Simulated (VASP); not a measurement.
# WC (P-6m2) in VASP: single point with PBE

Aim: the single point of WC with PBE.

Everything below comes from runs of VASP 6.6.1. Logs are shortened: lines on timing, memory, paths and dates and some standing lists are left out, and cuts for length are marked.

### 1 The cell of the first run

Symmetry: P-6m2, No. 187, hexagonal system. The conventional cell has a = 2.957 Å, b = 2.957 Å, c = 2.884 Å, α = 90.00°, β = 90.00°, γ = 120.00°. Within 3.0 Å of W (site symmetry -6m2) lie 6 C at 2.24 Å and 8 W at 2.88 to 2.96 Å. C (site symmetry -6m2) has 6 W at 2.24 Å and 8 C at 2.88 to 2.96 Å within 3.0 Å.

### 2 Single point, PBE (volume scaled by 1.06)

File INCAR:

```
SYSTEM = WC
PREC = Accurate
ENCUT = 520
EDIFF = 1E-6
ISMEAR = -1
SIGMA = 0.05
LREAL = .False.
LASPH = .True.
NELM = 60
ALGO = Normal
ISIF = 2
LWAVE = .False.
LCHARG = .False.
GGA = PE
NBANDS = 16
```

File KPOINTS:

```
Automatic mesh
0
Gamma
  14 14 13
  0 0 0
```

File POSCAR:

```
WC
1.0
    2.9573884556      0.0000000000      0.0000000000
   -1.4786942278      2.5611735314      0.0000000000
    0.0000000000      0.0000000000      2.8844846746
W C
1 1
Direct
    0.0000000000      0.0000000000      0.0000000000
    0.6666666667      0.3333333333      0.5000000000
```

Potentials or basis: VASP PAW PBE potentials, release 64 (W_sv, C).

Command:

```
cat potpaw_PBE.64/W_sv/POTCAR potpaw_PBE.64/C/POTCAR > POTCAR
mpirun -np 1 vasp_std > vasp.out
```

OUTCAR:

```text
SYSTEM = WC
   PREC = Accurate
   ENCUT = 520
   EDIFF = 1E-6
   ISMEAR = -1
   LREAL = .False.
   LASPH = .True.
   NELM = 60
   ISIF = 2
   GGA = PE

 ion  position               nearest neighbor table
   1  0.000  0.000  0.000-   2 2.24   2 2.24   2 2.24   2 2.24   2 2.24   2 2.24
   2  0.667  0.333  0.500-   1 2.24   1 2.24   1 2.24   1 2.24   1 2.24   1 2.24

  LATTYP: Found a hexagonal cell.
 ALAT       =     2.9573884556
 C/A-ratio  =     0.9753485949

  Lattice vectors:

 A1 = (   2.9573884556,   0.0000000000,   0.0000000000)
 A2 = (  -1.4786942278,   2.5611735314,   0.0000000000)
 A3 = (   0.0000000000,   0.0000000000,   2.8844846746)

Analysis of symmetry for initial positions (statically):
=====================================================================
 Subroutine PRICEL returns:
 Original cell was already a primitive cell.

 Routine SETGRP: Setting up the symmetry group for a
 hexagonal supercell.

 Subroutine GETGRP returns: Found 12 space group operations
 (whereof 12 operations were pure point group operations)
 out of a pool of 24 trial point group operations.

The static configuration has the point symmetry D_3h.

Analysis of symmetry for dynamics (positions and initial velocities):
=====================================================================
 Subroutine PRICEL returns:
 Original cell was already a primitive cell.

 Routine SETGRP: Setting up the symmetry group for a
 hexagonal supercell.

 Subroutine GETGRP returns: Found 12 space group operations
 (whereof 12 operations were pure point group operations)
 out of a pool of 24 trial point group operations.

The dynamic configuration has the point symmetry D_3h.

 Subroutine INISYM returns: Found 12 space group operations
 (whereof 12 operations are pure point group operations),
 and found     1 'primitive' translations

----------------------------------------------------------------------------------------

                                     Primitive cell

  volume of cell :      21.8482

  direct lattice vectors                    reciprocal lattice vectors
     2.957388456  0.000000000  0.000000000     0.338136168  0.195223008  0.000000000
    -1.478694228  2.561173531  0.000000000     0.000000000  0.390446015  0.000000000
     0.000000000  0.000000000  2.884484675     0.000000000  0.000000000  0.346682376
[... 75 lines left out ...]
   PREC   = accura    normal or accurate (medium, high low for compatibility)
   ISTART =      0    job   : 0-new  1-cont  2-samecut
   ICHARG =      2    charge: 1-file 2-atom 10-const
   ISPIN  =      1    spin polarized calculation?
   LNONCOLLINEAR =      F non collinear calculations
   LSORBIT =      F    spin-orbit coupling
   LASPH  =      T    aspherical Exc in radial PAW
   ENCUT  =  520.0 eV  38.22 Ry    6.18 a.u.   5.50  5.50  5.36*2*pi/ulx,y,z
   NELM   =     60;   NELMIN=  2; NELMDL= -5     # of ELM steps
   EDIFF  = 0.1E-05   stopping-criterion for ELM
   LREAL  =      F    real-space projection
   EDIFFG = 0.1E-04   stopping-criterion for IOM
   NSW    =      0    number of steps for IOM
   IBRION =     -1    ionic relax: 0-MD 1-quasi-New 2-CG
   NFREE  =      0    steps in history (QN), initial steepest desc. (CG)
   ISIF   =      2    stress and relaxation
   ISYM   =      2    0-nonsym 1-usesym 2-fastsym
   POTIM  = 0.5000    time-step for ionic-motion
   TEBEG  =    0.0;   TEEND  =   0.0 temperature during run
   PSTRESS=    0.0 pullay stress
   NELECT =      18.0000    total number of electrons
   NUPDOWN=      -1.0000    fix difference up-down
   EMIN   =  10.00;   EMAX   =-10.00  energy-range for DOS
   EFERMI =   0.00;   METHOD = LEGACY
   ISMEAR =    -1;   SIGMA  =   0.05  broadening in eV -4-tet -1-fermi 0-gaus
   EFERMI_NEDOS =   21; number of points for ismear=-14 and -15
   IALGO  =     38    algorithm
   IMIX   =      4    mixing-type and parameters
     AMIX     =   0.40;   BMIX     =  1.00
     AMIX_MAG =   1.60;   BMIX_MAG =  1.00
  volume/ion in A,a.u.               =      10.92        73.72
  Fermi-wavevector in a.u.,A,eV,Ry     =   1.534713  2.900187 32.046394  2.355344
  Thomas-Fermi vector in A             =   2.641602
   LORBIT       =      0    0 simple, 1 ext, 2 COOP (PROOUT), +10 PAW based schemes
   GGA     = PE    functional components
   LHFCALC =     F    Hartree Fock is set to
   AEXX    =    0.0000 exact exchange contribution
   IVDW    =     0    specifies the selected vdW correction
   LEPSILON=     F    determine dielectric tensor
   LRPA    =     F    only Hartree local field effects (RPA)
 non-spin polarized calculation
  energy-cutoff  :      520.00
  volume of cell :       21.85
 maximum number of plane-waves:       617
 NGX is ok and might be reduce to    24
   NGX = 11   NGY = 11   NGZ = 11

 number of electron      18.0000000 magnetization

 Free energy of the ion-electron system (eV)
  ---------------------------------------------------
  ext. energy  EPLUGINS =         0.00000000
  ---------------------------------------------------
  free energy    TOTEN  =       -22.42134568 eV

  energy without entropy =      -22.41905420  energy(sigma->0) =      -22.42019994

 E-fermi :  10.3394     XC(G=0): -13.5155

 val. band max:       10.3329271359   @ k =   0.5000  -0.0000   0.3846
 cond. band min:      10.3399681672   @ k =   0.0714   0.0714   0.3846
 fundamental gap:      0.0070410313
 Fermi energy:        10.3394215380

 k-point     1 :       0.0000    0.0000    0.0000
  band No.  band energies     occupation
      1     -63.7614      2.00000
      2     -27.7399      2.00000
      3     -27.6557      2.00000
      4     -27.6557      2.00000
      5      -3.7004      2.00000
      6       6.3280      2.00000
[... 433 lines left out ...]
      3     -28.0689      2.00000
      4     -27.6388      2.00000
      5       0.0993      2.00000
      6       4.0246      2.00000
[... 8 lines left out ...]
     15      24.7013      0.00000
     16      25.8514      0.00000

 [... further k-points ...]
[... 5 lines left out ...]
  --------------------------------------------------------------------------------------
  -------------------------------------------------------------------------------------
  Total       -1.5853850     -1.5853850     -1.9062122      0.0000000     -0.0000000     -0.0000000
  in kB     -116.2598403   -116.2598403   -139.7868145      0.0000000     -0.0000000     -0.0000000
  external PRESSURE =    -124.1021650 kB  Pullay stress =       0.0000000 kB

 VOLUME and BASIS-vectors are now :
 -----------------------------------------------------------------------------
  energy-cutoff  :      520.00
  volume of cell :       21.85
      direct lattice vectors                 reciprocal lattice vectors
     2.957388456  0.000000000  0.000000000     0.338136168  0.195223008  0.000000000
    -1.478694228  2.561173531  0.000000000     0.000000000  0.390446015  0.000000000
     0.000000000  0.000000000  2.884484675     0.000000000  0.000000000  0.346682376

 POSITION                                       TOTAL-FORCE (eV/Angst)
 -----------------------------------------------------------------------------------
      0.00000      0.00000      0.00000        -0.000000      0.000000      0.000000
      1.47869      0.85372      1.44224         0.000000      0.000000      0.000000
 -----------------------------------------------------------------------------------
    total drift:                               -0.000000      0.000000      0.000000

  FREE ENERGIE OF THE ION-ELECTRON SYSTEM (eV)
  ---------------------------------------------------
  free  energy   TOTEN  =       -22.4213456823 eV

  energy  without entropy=      -22.4190542023  energy(sigma->0) =      -22.42019994
```

OSZICAR:

```text
N       E                     dE             d eps       ncg     rms          rms(c)
DAV:   1     0.110191833876E+03    0.11019E+03   -0.94074E+03  5392   0.124E+03
DAV:   2    -0.222609438101E+02   -0.13245E+03   -0.12803E+03  6456   0.334E+02
DAV:   3    -0.255044873665E+02   -0.32435E+01   -0.32320E+01  5984   0.499E+01
DAV:   4    -0.255224353195E+02   -0.17948E-01   -0.17947E-01  7056   0.418E+00
DAV:   5    -0.255225804054E+02   -0.14509E-03   -0.14509E-03  5960   0.355E-01    0.293E+01
DAV:   6    -0.225294137278E+02    0.29932E+01   -0.60491E+00  6576   0.260E+01    0.713E+00
DAV:   7    -0.224513899895E+02    0.78024E-01   -0.49614E-01  5656   0.533E+00    0.557E+00
DAV:   8    -0.224226654061E+02    0.28725E-01   -0.83753E-02  6032   0.250E+00    0.101E+00
DAV:   9    -0.224214334193E+02    0.12320E-02   -0.34670E-03  5952   0.495E-01    0.136E-01
DAV:  10    -0.224213461776E+02    0.87242E-04   -0.34092E-04  6584   0.206E-01    0.582E-02
DAV:  11    -0.224213465294E+02   -0.35179E-06   -0.12198E-05  6104   0.319E-02    0.103E-02
DAV:  12    -0.224213456823E+02    0.84718E-06   -0.29017E-06  5984   0.161E-02
   1 F= -.22421346E+02 E0= -.22420200E+02  d E =-.229148E-02
```

stdout:

```text
POSCAR found type information on POSCAR W C
 POSCAR found :  2 types and       2 ions
 scaLAPACK will be used
 LDA part: xc-table for (Slater+PW92), standard interpolation
 POSCAR, INCAR and KPOINTS ok, starting setup
 FFT: planning ... GRIDC
 FFT: planning ... GRID_SOFT
 FFT: planning ... GRID
 WAVECAR not read
 entering main loop
```

Wall time 35 s (1 thread of Intel Xeon Platinum 8259CL at 2.50GHz (Skylake/Cascade Lake), shared host); peak memory 0.18 GiB.

Results:

```
Free energy            : -22.4213 eV
Pressure               : -12.4 GPa
Band gap on the k mesh : zero (band 9 reaches 11.07 eV, above the bottom of band 10 at 9.84 eV)
```

Caveat: spin-orbit coupling is left out, which moves the levels of the heavy elements.
